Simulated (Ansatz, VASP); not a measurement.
## LiCl in VASP and in Ansatz

Contents of INCAR:

```
SYSTEM = LiCl
  ALGO = Normal
  EDIFF = 1E-7
  ENCUT = 520
  GGA = PE
  ISIF = 2
  ISMEAR = 0
  LASPH = .True.
  LCHARG = .False.
  LREAL = .False.
  LWAVE = .False.
  NBANDS = 12
  NELM = 60
  PREC = Accurate
  SIGMA = 0.01
```

Contents of KPOINTS:

```
k-points
0
Gamma
  6 6 6
  0 0 0
```

POSCAR

```
LiCl
1.0
    0.0000000000      2.8115009939      2.8115009939
    2.8115009939      0.0000000000      2.8115009939
    2.8115009939      2.8115009939      0.0000000000
Li Cl
1 1
Direct
    0.0000000000      0.0000000000      0.0000000000
    0.2500000000      0.2500000000      0.2500000000
```

Input for Ansatz:

```yaml
crystal:
  lattice:
    - [0.0, 2.8115009939, 2.8115009939]
    - [2.8115009939, 0.0, 2.8115009939]
    - [2.8115009939, 2.8115009939, 0.0]
  atoms:
    - { symbol: Li, position: [0.0, 0.0, 0.0] }
    - { symbol: Cl, position: [0.25, 0.25, 0.25] }
kpoints:
  mp_grid: { grid: [6, 6, 6] }
hamiltonian:
  xc: pbe
scf:
  occupations: { method: fixed }
  n_extra_bands: 4
output:
  forces: true
  stress: true
  eigenvalues: true
```

Alike in both runs: task single point; functional PBE; k mesh 6 × 6 × 6; no spin polarisation.

|  | VASP | Ansatz |
| --- | --- | --- |
| version | VASP 6.6.1 | Ansatz 0.2.0 |
| potentials or method | VASP PAW PBE potentials, release 64 (Li_sv, Cl) | plane waves, PAW |
| plane-wave cutoff (eV) | 520 | 420 |
| occupations | gaussian, width 0.01 eV | fixed |
| valence electrons in the cell | 10 | 10 |

```csv
,VASP,Ansatz,Ansatz less VASP
gap on the k mesh at the Fermi level (eV),5.77,5.76,-0.006
```

Noted on VASP's run: the cutoff is short for stress, so the pressure is rough.
